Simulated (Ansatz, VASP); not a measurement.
Al in VASP and in Ansatz

```xyz
2
Lattice="4.0007 0.0000 0.0211 0.0000 4.0008 0.0000 -1.9897 0.0000 2.0110" Properties=species:S:1:pos:R:3 pbc="T T T"
Al    0.0000    0.0000    0.0000
Al    2.0004    2.0004    0.0105
```

Change from the starting cell: band edges of the strained film's bulk.

Alike in both runs: task single point; functional PBEsol; k mesh 9 × 9 × 17; occupations gaussian, width 0.1 eV; no spin polarisation.

|  | VASP | Ansatz |
| --- | --- | --- |
| version | VASP 6.6.1 | Ansatz 0.2.0 |
| potentials or method | VASP PAW PBE potentials, release 64 (Al), cutoff 520 eV | scalar-relativistic, plane waves, PAW |
| valence electrons in the cell | 6 | 6 |

|  | VASP | Ansatz | Ansatz less VASP |
| --- | --- | --- | --- |
| gap on the k mesh at the Fermi level (eV) | none | none | - |
| pressure (GPa) | 0.2 | 0.1 | -0.06 |
| traceless stress, the component that is largest in VASP (GPa) | 0.47 | 0.47 | -0.002 |

VASP's potentials were made for PBE, not for PBEsol. A gap of «none» marks a metal or a gap that the smearing closes.
